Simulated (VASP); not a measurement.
**Co5N: single point with PBEsol**

Co5N, a slab with vacuum:

```
Co N
1.0
     2.45642    0.00000    0.00000
    -1.22821    2.12732    0.00000
     0.00000    0.00000   26.93883
Co N
5 1
Direct
  0.66667 0.33333 0.31553
  0.33333 0.66667 0.38920
  0.66667 0.33333 0.46408
  0.33333 0.66667 0.53613
  0.66667 0.33333 0.61557
  0.66667 0.33333 0.67398
```

| Property | Result |
| --- | --- |
| Program | VASP 6.6.1 |
| Task | single point |
| Functional | PBEsol |
| Potentials or basis | VASP PAW PBE potentials, release 64 (Co, N) |
| Cutoff | 520 eV |
| k mesh | 12 × 12 × 1 |
| Occupations | gaussian, width 0.1 eV |
| Spin | collinear spin, ferromagnetic start |
| Starting moments | [1.94, 1.87, 1.83, 1.86, 1.92, 3.0] μB |
| Dipole correction | yes |
| Further INCAR settings | ALGO = Normal; EDIFF = 1e-06; NBANDS = 38 |

- Largest force: 0.623 eV/Å
- Net moment: 6.66 μB per cell
- Site moments: Co +1.69, +1.63, +1.60, +1.58, +0.27; N -0.06 μB
- Valence electrons inside the program's atomic spheres: Co 8.17, 8.34, 8.37, 8.33, 8.77; N 3.45

Forces on the atoms (eV/Å):
```
Co   0.000  0.000  0.438
Co   0.000  0.000 -0.405
Co   0.000  0.000 -0.003
Co   0.000  0.000 -0.001
Co   0.000  0.000 -0.623
N    0.000  0.000  0.594
```

Levels at points of the mesh, in eV from the Fermi level:
Spin up:
```
           k point  band 24  band 25  band 26  band 27  band 28  band 29  band 30  band 31  band 32  band 33
(0.00, 0.00, 0.00)    -1.72    -1.51    -1.33    -1.33    -0.96    -0.96    -0.82    -0.82    -0.19     2.69
(0.50, 0.00, 0.00)    -0.54    -0.45    -0.43     0.09     0.81     1.19     1.64     1.99     2.42     3.11
```
Spin down:
```csv
k point,band 19,band 20,band 21,band 22,band 23,band 24
"(0.00, 0.00, 0.00)",-1.02,-0.88,-0.88,-0.76,-0.76,-0.05
"(0.50, 0.00, 0.00)",-0.11,0.42,0.48,0.95,1.06,1.10
```

Wall time 16 min on 1 thread of Oxide Virtual Turin-like Processor, on a shared host, peak memory 0.34 GiB.

Caveat: the PAW data sets were made with another functional, which shifts forces and pressure a little. With open d or f shells a metallic result of PBEsol can be an artefact of self-interaction; +U or a hybrid may open a gap.
